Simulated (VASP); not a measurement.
# Si (Pnnn) in VASP: relaxation of cell and atoms with PBE

Aim: the relaxation of cell and atoms of Si with PBE.

Program: VASP 6.6.1. These are calculated values, not measurements. Logs are shortened: lines on timing, memory, paths and dates and some standing lists are left out, and cuts for length are marked.

## Step 1: The cell of the first run

It takes space group Pnnn (No. 48, orthorhombic). Conventional cell: a = 3.236 Å, b = 5.920 Å, c = 6.781 Å, α = 90.00°, β = 90.00°, γ = 90.00°. Within 2.5 Å of Si (site symmetry 1) lie 5 Si at 1.87 to 2.38 Å.

The cell was generated, and may not be a known phase.

## Step 2: Relaxation of cell and atoms, PBE

Contents of INCAR:

```
SYSTEM = Si
  PREC = Accurate
  ENCUT = 600
  EDIFF = 1E-7
  ISMEAR = 0
  SIGMA = 0.1
  LREAL = .False.
  LASPH = .True.
  NELM = 100
  ALGO = Normal
  ISIF = 3
  LWAVE = .False.
  LCHARG = .False.
  GGA = PE
  IBRION = 2
  NSW = 90
  EDIFFG = -0.04
```

Contents of KPOINTS:

```
Automatic mesh
0
Gamma
  6 4 4
  0 0 0
```

Contents of POSCAR:

```
Si
1.0
    3.2359872300      0.0000000000      0.0000000000
    0.0000000000      5.9201980400      0.0000000000
    0.0000000000      0.0000000000      6.7814608800
Si
8
Direct
    0.2016419900      0.1656220000      0.0989970000
    0.7016419900      0.3343780000      0.5989970000
    0.2016419900      0.8343780000      0.9010030000
    0.2983580100      0.6656220000      0.5989970000
    0.2983580100      0.3343780000      0.4010030000
    0.7983580100      0.1656220000      0.9010030000
    0.7983580100      0.8343780000      0.0989970000
    0.7016419900      0.6656220000      0.4010030000
```

Potentials or basis: VASP PAW PBE potentials, release 64 (Si).

The run is started by

```sh
$ cat potpaw_PBE.64/Si/POTCAR > POTCAR
$ mpirun -np 1 vasp_std > vasp.out
```

OUTCAR:

```text
SYSTEM = Si
   PREC = Accurate
   ENCUT = 600
   EDIFF = 1E-7
   ISMEAR = 0
   LREAL = .False.
   LASPH = .True.
   NELM = 100
   ISIF = 3
   GGA = PE
   IBRION = 2
   NSW = 90
   EDIFFG = -0.04

 ion  position               nearest neighbor table
   1  0.202  0.166  0.099-   6 1.87   5 2.30   6 2.35   7 2.36   3 2.38   7 2.75
   2  0.702  0.334  0.599-   5 1.87   6 2.30   5 2.35   4 2.36   8 2.38   4 2.75
   3  0.202  0.834  0.901-   7 1.87   4 2.30   7 2.35   6 2.36   1 2.38   6 2.75
   4  0.298  0.666  0.599-   8 1.87   3 2.30   8 2.35   2 2.36   5 2.38   2 2.75
   5  0.298  0.334  0.401-   2 1.87   1 2.30   2 2.35   8 2.36   4 2.38   8 2.75
   6  0.798  0.166  0.901-   1 1.87   2 2.30   1 2.35   3 2.36   7 2.38   3 2.75
   7  0.798  0.834  0.099-   3 1.87   8 2.30   3 2.35   1 2.36   6 2.38   1 2.75
   8  0.702  0.666  0.401-   4 1.87   7 2.30   4 2.35   5 2.36   2 2.38   5 2.75

  LATTYP: Found a simple orthorhombic cell.
 ALAT       =     3.2359872300
 B/A-ratio  =     1.8294874544
 C/A-ratio  =     2.0956389497

  Lattice vectors:

 A1 = (   3.2359872300,   0.0000000000,   0.0000000000)
 A2 = (   0.0000000000,   5.9201980400,   0.0000000000)
 A3 = (   0.0000000000,   0.0000000000,   6.7814608800)

Analysis of symmetry for initial positions (statically):
=====================================================================
 Subroutine PRICEL returns:
 Original cell was already a primitive cell.

 Routine SETGRP: Setting up the symmetry group for a
 simple orthorhombic supercell.

 Subroutine GETGRP returns: Found  8 space group operations
 (whereof  4 operations were pure point group operations)
 out of a pool of  8 trial point group operations.

The static configuration has the point symmetry D_2 .
 The point group associated with its full space group is D_2h.

Analysis of symmetry for dynamics (positions and initial velocities):
=====================================================================
 Subroutine PRICEL returns:
 Original cell was already a primitive cell.

 Routine SETGRP: Setting up the symmetry group for a
 simple orthorhombic supercell.

 Subroutine GETGRP returns: Found  8 space group operations
 (whereof  4 operations were pure point group operations)
 out of a pool of  8 trial point group operations.

The dynamic configuration has the point symmetry D_2 .
 The point group associated with its full space group is D_2h.

 Subroutine INISYM returns: Found  8 space group operations
 (whereof  4 operations are pure point group operations),
 and found     1 'primitive' translations

----------------------------------------------------------------------------------------

                                     Primitive cell

  volume of cell :     129.9171

  direct lattice vectors                    reciprocal lattice vectors
     3.235987230  0.000000000  0.000000000     0.309024705  0.000000000  0.000000000
     0.000000000  5.920198040  0.000000000     0.000000000  0.168913268  0.000000000
     0.000000000  0.000000000  6.781460880     0.000000000  0.000000000  0.147460852

  length of vectors
     3.235987230  5.920198040  6.781460880     0.309024705  0.168913268  0.147460852

  position of ions in fractional coordinates (direct lattice)
     0.201641990  0.165622000  0.098997000
     0.701641990  0.334378000  0.598997000
     0.201641990  0.834378000  0.901003000
     0.298358010  0.665622000  0.598997000
     0.298358010  0.334378000  0.401003000
     0.798358010  0.165622000  0.901003000
     0.798358010  0.834378000  0.098997000
     0.701641990  0.665622000  0.401003000

  ion indices of the primitive-cell ions
   primitive index   ion index
                 1           1
                 2           2
                 3           3
                 4           4
                 5           5
                 6           6
                 7           7
                 8           8

----------------------------------------------------------------------------------------

 KPOINTS: Automatic mesh

Automatic generation of k-mesh.
 Grid dimensions read from file:
 generate k-points for:    6    4    4

 Generating k-lattice:

  Cartesian coordinates                     Fractional coordinates (reciprocal lattice)
     0.051504118  0.000000000  0.000000000     0.166666667  0.000000000  0.000000000
     0.000000000  0.042228317  0.000000000     0.000000000  0.250000000  0.000000000
     0.000000000  0.000000000  0.036865213     0.000000000  0.000000000  0.250000000

  Length of vectors
     0.051504118  0.042228317  0.036865213

  Shift w.r.t. Gamma in fractional coordinates (k-lattice)
     0.000000000  0.000000000  0.000000000

 Subroutine IBZKPT returns following result:
 ===========================================

 Found     36 irreducible k-points:

 Following reciprocal coordinates:
            Coordinates               Weight
  0.000000  0.000000  0.000000      1.000000
  0.166667  0.000000  0.000000      2.000000
  0.333333  0.000000  0.000000      2.000000
  0.500000  0.000000  0.000000      1.000000
  0.000000  0.250000  0.000000      2.000000
  0.166667  0.250000  0.000000      4.000000
[... 16 lines left out ...]
  0.333333  0.500000  0.250000      4.000000
  0.500000  0.500000  0.250000      2.000000
 [... further k-points ...]
   k-points           NKPTS =     36   k-points in BZ     NKDIM =     36   number of bands    NBANDS=     21
   number of dos      NEDOS =    301   number of ions     NIONS =      8
   total plane-waves  NPLWV =  72576
   dimension x,y,z NGX =    28 NGY =   48 NGZ =   54
   dimension x,y,z NGXF=    56 NGYF=   96 NGZF=  108
   ions per type =               8
   NGX,Y,Z   is equivalent  to a cutoff of  14.38, 13.48, 13.24 a.u.
   NGXF,Y,Z  is equivalent  to a cutoff of  28.77, 26.96, 26.48 a.u.
 SYSTEM =  Si
   PREC   = accura    normal or accurate (medium, high low for compatibility)
   ISTART =      0    job   : 0-new  1-cont  2-samecut
   ICHARG =      2    charge: 1-file 2-atom 10-const
   ISPIN  =      1    spin polarized calculation?
   LNONCOLLINEAR =      F non collinear calculations
   LSORBIT =      F    spin-orbit coupling
   LASPH  =      T    aspherical Exc in radial PAW
   ENCUT  =  600.0 eV  44.10 Ry    6.64 a.u.   6.46 11.82 13.54*2*pi/ulx,y,z
   NELM   =    100;   NELMIN=  2; NELMDL= -5     # of ELM steps
   EDIFF  = 0.1E-06   stopping-criterion for ELM
   LREAL  =      F    real-space projection
   EDIFFG = -.4E-01   stopping-criterion for IOM
   NSW    =     90    number of steps for IOM
   IBRION =      2    ionic relax: 0-MD 1-quasi-New 2-CG
   NFREE  =      1    steps in history (QN), initial steepest desc. (CG)
   ISIF   =      3    stress and relaxation
   ISYM   =      2    0-nonsym 1-usesym 2-fastsym
   POTIM  = 0.5000    time-step for ionic-motion
   TEBEG  =    0.0;   TEEND  =   0.0 temperature during run
   PSTRESS=    0.0 pullay stress
   NELECT =      32.0000    total number of electrons
   NUPDOWN=      -1.0000    fix difference up-down
   EMIN   =  10.00;   EMAX   =-10.00  energy-range for DOS
   EFERMI =   0.00;   METHOD = LEGACY
   ISMEAR =     0;   SIGMA  =   0.10  broadening in eV -4-tet -1-fermi 0-gaus
   EFERMI_NEDOS =   21; number of points for ismear=-14 and -15
   IALGO  =     38    algorithm
   IMIX   =      4    mixing-type and parameters
     AMIX     =   0.40;   BMIX     =  1.00
     AMIX_MAG =   1.60;   BMIX_MAG =  1.00
  volume/ion in A,a.u.               =      16.24       109.59
  Fermi-wavevector in a.u.,A,eV,Ry     =   1.026210  1.939255 14.328378  1.053106
  Thomas-Fermi vector in A             =   2.160090
   LORBIT       =      0    0 simple, 1 ext, 2 COOP (PROOUT), +10 PAW based schemes
   GGA     = PE    functional components
   LHFCALC =     F    Hartree Fock is set to
   AEXX    =    0.0000 exact exchange contribution
   IVDW    =     0    specifies the selected vdW correction
   LEPSILON=     F    determine dielectric tensor
   LRPA    =     F    only Hartree local field effects (RPA)
 conjugate gradient relaxation of ions
 non-spin polarized calculation
 Gauss-broadening in eV      SIGMA  =   0.10
  energy-cutoff  :      600.00
  volume of cell :      129.92
 maximum number of plane-waves:      4384
 NGX is ok and might be reduce to    28
   NGX = 13   NGY = 23   NGZ = 27

--------------------------------------- Ionic step        1  -------------------------------------------

 number of electron      31.9999999 magnetization

 Free energy of the ion-electron system (eV)
  ---------------------------------------------------
  ext. energy  EPLUGINS =         0.00000000
  ---------------------------------------------------
  free energy    TOTEN  =       -30.00281417 eV

  energy without entropy =      -29.98023935  energy(sigma->0) =      -29.99152676

 E-fermi :   8.3837     XC(G=0): -10.1486

 val. band max:        8.3816536911   @ k =   0.1667   0.2500   0.5000
 cond. band min:       8.3878112302   @ k =   0.5000   0.0000   0.5000
 fundamental gap:      0.0061575390
 Fermi energy:         8.3836782573

 k-point     1 :       0.0000    0.0000    0.0000
  band No.  band energies     occupation
      1      -6.8921      2.00000
      2      -5.9221      2.00000
      3      -2.5042      2.00000
      4      -1.4636      2.00000
      5      -0.5082      2.00000
      6       1.5344      2.00000
[... 1272 lines left out ...]
     20       4.3346      0.00000
     21       4.4907      0.00000

 [... further k-points ...]

[... ionic steps 4 to 34 ...]

--------------------------------------- Ionic step       35  -------------------------------------------

 number of electron      31.9999998 magnetization

------------------------ aborting loop because EDIFF is reached ----------------------------------------

  FORCE on cell =-STRESS in cart. coord.  units (eV):
  Direction    XX          YY          ZZ          XY          YZ          ZX
  --------------------------------------------------------------------------------------
  -------------------------------------------------------------------------------------
  Total        0.0238861     -0.2974450      0.4142048      0.0000000      0.0000000      0.0000000
  in kB        0.2277716     -2.8363641      3.9497568      0.0000000      0.0000000      0.0000000
  external PRESSURE =       0.4470548 kB  Pullay stress =       0.0000000 kB
[... 69 lines left out ...]
  energy  without entropy=      -38.9391309922  energy(sigma->0) =      -38.94792672

--------------------------------------- Ionic step       37  -------------------------------------------

 number of electron      31.9999998 magnetization

 Free energy of the ion-electron system (eV)
  ---------------------------------------------------
  ext. energy  EPLUGINS =         0.00000000
  ---------------------------------------------------
  free energy    TOTEN  =       -38.95862774 eV

  energy without entropy =      -38.94138654  energy(sigma->0) =      -38.95000714

 E-fermi :   5.9589     XC(G=0):  -9.0747

 val. band max:        5.9021935550   @ k =   0.5000   0.0000   0.2500
 cond. band min:       5.9946694578   @ k =   0.1667   0.2500   0.5000
 fundamental gap:      0.0924759029
 Fermi energy:         5.9588531192

 k-point     1 :       0.0000    0.0000    0.0000
  band No.  band energies     occupation
      1      -7.6047      2.00000
      2      -6.7631      2.00000
      3      -4.0052      2.00000
      4      -3.9600      2.00000
      5      -1.5275      2.00000
      6      -1.5025      2.00000
[... 602 lines left out ...]
  FREE ENERGIE OF THE ION-ELECTRON SYSTEM (eV)
  ---------------------------------------------------
  free  energy   TOTEN  =       -38.9586277406 eV

  energy  without entropy=      -38.9413865425  energy(sigma->0) =      -38.95000714

 reached required accuracy - stopping structural energy minimisation
```

It took 68 min on 1 thread of Intel Xeon 8259CL, shared host; peak memory 0.31 GiB.

What came out:

| Item | Value |
| --- | --- |
| Free energy | -38.9586 eV |
| Relaxed volume | 21.00 Å³/atom |
| Relaxed cell | a = 3.221 Å, b = 7.255 Å, c = 7.190 Å, α = 90.00°, β = 90.00°, γ = 90.00° |
| Space group after relaxing (to 0.1 Å) | P4_2/mmc (No. 131) |
| Energy gained by relaxing | 1119.5 meV/atom |
| Ionic steps | 37 |
| Pressure after relaxing | 0.0 GPa |
| Largest force after relaxing | 0.028 eV/Å |
| Band gap on the k mesh | zero (bands 16 and 17 overlap by 3.56 eV) |

Forces in eV/Å, atoms in the order of the input:
```
Si   0.009  0.010  0.024
Si   0.009 -0.010  0.024
Si   0.009 -0.010 -0.024
Si  -0.009  0.010  0.024
Si  -0.009 -0.010 -0.024
Si  -0.009  0.010 -0.024
Si  -0.009 -0.010  0.024
Si   0.009  0.010 -0.024
```

The path:
```
step  energy change (eV)  largest force (eV/Å)  pressure (GPa)  volume (Å³)
   1              0.0000                9.8295           47.22       129.92
   2             -0.6126                4.8986           -1.52       239.41
   3             -1.5416                4.7832           -1.83       225.67
   4             -2.5097                4.6295           -2.21       212.91
   5             -6.5105                3.5861            0.86       168.35
   6             -7.3855                1.7897           10.18       148.39
   7             -7.3901                2.3269            7.15       152.72
   8             -7.4082                2.1383            8.20       151.11
   9             -8.4628                0.1904           -3.18       175.51
  10             -8.5596                0.1598           -1.47       168.38
  11             -8.6122                0.1686           -0.05       164.78
  12             -8.6133                0.1928            0.20       164.20
  13             -8.6235                0.1504            0.05       164.20
  14             -8.6300                0.2355           -0.20       164.20
  15             -8.6366                0.2453           -0.20       164.05
  16             -8.6604                0.2842           -0.16       163.62
  17             -8.7075                0.2992            0.07       162.74
  18             -8.6983                0.4335            0.83       160.93
  19             -8.7240                0.3149            0.29       162.05
  20             -8.7430                0.2950            0.22       162.10
  21             -8.7537                0.2917            0.24       162.16
  22             -8.7708                0.2269            0.06       162.57
  23             -8.7960                0.1592           -0.34       163.81
  24             -8.8124                0.0534            0.16       163.14
  25             -8.8167                0.0533            0.60       162.58
  26             -8.8267                0.0636            0.23       163.89
  27             -8.8318                0.1152           -0.23       165.62
  28             -8.8434                0.1226           -0.24       166.07
  29             -8.8638                0.2167           -0.26       167.29
  30             -8.8728                0.2100           -0.23       167.34
  31             -8.8958                0.2002           -0.12       167.42
  32             -8.9120                0.2139            0.23       167.31
  33             -8.9343                0.1563            0.07       167.79
  34             -8.9489                0.1116           -0.23       168.54
  35             -8.9532                0.0523            0.04       168.02
  36             -8.9539                0.0653            0.21       167.73
  37             -8.9558                0.0278            0.05       168.02
```

Final structure:
```yaml
crystal:
  lattice:
    - [3.22090, 0.00000, 0.00000]
    - [0.00000, 7.25545, 0.00000]
    - [0.00000, 0.00000, 7.18982]
  atoms:
    - { symbol: Si, position: [0.24967, 0.13271, 0.13336] }
    - { symbol: Si, position: [0.74967, 0.36729, 0.63336] }
    - { symbol: Si, position: [0.24967, 0.86729, 0.86664] }
    - { symbol: Si, position: [0.25033, 0.63271, 0.63336] }
    - { symbol: Si, position: [0.25033, 0.36729, 0.36664] }
    - { symbol: Si, position: [0.75033, 0.13271, 0.86664] }
    - { symbol: Si, position: [0.75033, 0.86729, 0.13336] }
    - { symbol: Si, position: [0.74967, 0.63271, 0.36664] }
```

Levels at points of the mesh, in eV from the Fermi level:
| k point | band 13 | band 14 | band 15 | band 16 | band 17 | band 18 |
| --- | --- | --- | --- | --- | --- | --- |
| (0.00, 0.00, 0.00) | -1.25 | -0.63 | 0.42 | 0.43 | 1.31 | 1.46 |
| (0.50, 0.00, 0.00) | -4.08 | -4.08 | -1.36 | -1.36 | -0.55 | -0.55 |
| (0.00, 0.50, 0.00) | -0.98 | -0.98 | 1.91 | 1.91 | 1.94 | 1.94 |
| (0.50, 0.50, 0.00) | -1.66 | -1.66 | -1.66 | -1.66 | -0.34 | -0.34 |
| (0.00, 0.00, 0.50) | -0.98 | -0.98 | 1.87 | 1.87 | 1.90 | 1.90 |
| (0.50, 0.00, 0.50) | -1.66 | -1.66 | -1.66 | -1.66 | -0.31 | -0.31 |
| (0.00, 0.50, 0.50) | -0.96 | -0.96 | 0.27 | 0.27 | 0.90 | 0.90 |
| (0.50, 0.50, 0.50) | -3.74 | -3.74 | -0.62 | -0.61 | -0.49 | -0.49 |

Caveat: the volume moved by over 15 % at a fixed basis, so the end points are rough.

The gap in the log of VASP goes by the Fermi energy; the results here count the filled bands.